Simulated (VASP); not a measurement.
# Si: single point with r2SCAN

Si:

```xyz
1
Lattice="2.4740 0.0000 0.0000 -1.2370 2.1425 0.0000 0.0000 0.0000 2.8161" Properties=species:S:1:pos:R:3 pbc="T T T"
Si    0.0000    0.0000    0.0000
```

This isn't the form of Si at room conditions, which is diamond.

This cell differs from its parent crystal: ratio of the length along z to the lengths across it x 1.2, volume and fractional coordinates fixed.

| Item | Value |
| --- | --- |
| Program | VASP 6.6.1 |
| Task | single point |
| Functional | r2SCAN |
| Potentials or basis | VASP PAW PBE potentials, release 64 (Si) |
| Cutoff | 520 eV |
| k mesh | 30 × 30 × 26 |
| Occupations | gaussian, width 0.15 eV |
| Spin | no spin polarisation |
| Dipole correction | no |
| Further INCAR settings | ALGO = Normal; EDIFF = 1e-06; NBANDS = 8 |

The pressure is 4.4 GPa and the band gap on the k mesh is zero (bands 2 and 3 overlap by 8.17 eV).

Stress tensor (GPa, compression positive):
```
 15.40   0.00   0.00
  0.00  15.40   0.00
  0.00   0.00 -17.47
```

Levels at points of the mesh, in eV from the Fermi level:
```tsv
k point	band 1	band 2	band 3	band 4	band 5	band 6	band 7
(0.00, 0.00, 0.00)	-15.04	2.87	5.28	14.82	14.82	14.92	14.92
(0.50, 0.00, 0.00)	-7.09	-6.63	7.92	8.10	9.48	11.26	15.93
(0.00, 0.00, 0.50)	-12.15	-7.65	16.20	16.20	16.89	16.89	20.19
(0.50, 0.00, 0.50)	-4.97	-3.11	-0.87	1.96	9.96	12.97	15.70
```

It took 6 min on 1 thread of AMD EPYC 7R43 64-Core Processor (Zen 3), with other jobs on the host, peak memory 0.19 GiB.

Caveat: the stress differs along the axes, from -17 to 15 GPa; the PAW data sets were made with another functional, which shifts forces and pressure a little.
